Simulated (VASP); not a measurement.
Write the native input for VASP 6.6.1 that does the following.

```
Task                   : single point
Functional             : r2SCAN
Potentials or basis    : VASP PAW PBE potentials, release 64 (Sn_d)
Cutoff                 : 520 eV
k mesh                 : 12 × 12 × 12
Occupations            : gaussian, width 0.1 eV
Spin                   : no spin polarisation
Dipole correction      : no
Further INCAR settings : ALGO = Normal; EDIFF = 1e-06; NBANDS = 21
```

Sn:

```
CELL_PARAMETERS angstrom
0.00000 3.23827 3.23827
3.23827 0.00000 3.23827
3.23827 3.23827 0.00000
ATOMIC_POSITIONS crystal
Sn 0.00000 0.00000 0.00000
Sn 0.25000 0.25000 0.25000
```

This isn't the form of Sn at room conditions, which is tetragonal (white tin).

The input as run:

POSCAR

```
Sn
1.0
    0.0000000000      3.2382745830      3.2382745830
    3.2382745830      0.0000000000      3.2382745830
    3.2382745830      3.2382745830      0.0000000000
Sn
2
Direct
    0.0000000000      0.0000000000      0.0000000000
    0.2500000000      0.2500000000      0.2500000000
```

INCAR.step1

```
SYSTEM = Sn
PREC = Accurate ; ENCUT = 520
ISMEAR = 0 ; SIGMA = 0.1
LREAL = .False. ; LASPH = .True.
NELM = 80 ; NBANDS = 21
GGA = PE ; ALGO = Normal
EDIFF = 1E-4 ; LWAVE = .True.
LCHARG = .False.
```

INCAR.step2

```
SYSTEM = Sn
PREC = Accurate ; ENCUT = 520
EDIFF = 1E-6 ; ISMEAR = 0
SIGMA = 0.1 ; LREAL = .False.
LASPH = .True. ; NELM = 80
ALGO = Normal ; ISIF = 2
LWAVE = .False. ; LCHARG = .False.
METAGGA = R2SCAN ; LMIXTAU = .True.
NBANDS = 21 ; ISTART = 1
```

KPOINTS

```
Automatic mesh
0
Gamma
  12 12 12
  0 0 0
```

Potentials or basis: VASP PAW PBE potentials, release 64 (Sn_d).

Command:

```bash
$ cat potpaw_PBE.64/Sn_d/POTCAR > POTCAR
$ cp INCAR.step1 INCAR
$ mpirun -np 1 vasp_std > vasp.out
$ cp INCAR.step2 INCAR
$ mpirun -np 1 vasp_std > vasp.out
```

It gave:

| Property | Result |
| --- | --- |
| Pressure | 1.9 GPa |
| Band gap on the k mesh | zero (filled and empty bands touch) |

Caveat: the PAW data sets were made with another functional, which shifts forces and pressure a little; spin-orbit coupling is left out, which moves the levels of the heavy elements.

It took 3.5 min on 1 thread of AMD EPYC 9R45 96-Core Processor (Zen 5) (shared host), peak memory 0.23 GiB.
